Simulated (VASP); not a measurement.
Wanted: the native input for a VASP 6.6.1 run.

| Item | Value |
| --- | --- |
| Task | relaxation of cell and atoms |
| Functional | PBE |
| Potentials or basis | VASP PAW PBE potentials, release 64 (S) |
| Cutoff | 600 eV |
| k mesh | 17 × 17 × 17 |
| Occupations | fermi-dirac, width 0.1 eV |
| Spin | no spin polarisation |
| Target pressure | 30 GPa |
| Dipole correction | no |
| Further INCAR settings | ALGO = Normal; EDIFF = 1e-06; IBRION = 2; EDIFFG = -0.005; NSW = 60; ISIF = 3 |

The structure of S lies in POSCAR:

```
S
1.0
    0.0000000000      1.8435424372      1.8435424372
    1.8435424372      0.0000000000      1.8435424372
    1.8435424372      1.8435424372      0.0000000000
S
1
Direct
    0.0000000000      0.0000000000      0.0000000000
```

One way to write it, as run:

INCAR

```
ALGO = Normal
EDIFF = 1E-6
EDIFFG = -0.005
ENCUT = 600
GGA = PE
IBRION = 2
ISIF = 3
ISMEAR = -1
LASPH = T
LCHARG = F
LREAL = F
LWAVE = F
NELM = 60
NSW = 60
PREC = Accurate
PSTRESS = 300.0
SIGMA = 0.1
```

KPOINTS

```
k-points
0
Gamma
  17 17 17
```

Potentials or basis: VASP PAW PBE potentials, release 64 (S).

Launch:

```console
$ cat potpaw_PBE.64/S/POTCAR > POTCAR
$ mpirun -np 1 vasp_std > vasp.out
```

It gave:

```
Relaxed volume                                         : 12.53 Å³/atom
Relaxed cell                                           : a = 2.607 Å, b = 2.607 Å, c = 2.607 Å, α = 60.00°, β = 60.00°, γ = 60.00°
Space group after relaxing (to 0.05 Å)                 : Fm-3m (No. 225)
Energy change on relaxing (the enthalpy is what falls) : +0.8 meV/atom
Ionic steps                                            : 3
Pressure after relaxing                                : 30.0 GPa
Band gap on the k mesh                                 : zero (band 3 reaches 15.86 eV, above the bottom of band 4 at 7.67 eV)
```

Caveat: the cell is relaxed towards a set pressure, so the enthalpy falls and the energy may rise.

Wall time 77 s on 1 thread of AMD EPYC 7R13 (shared host), peak memory 0.11 GiB.
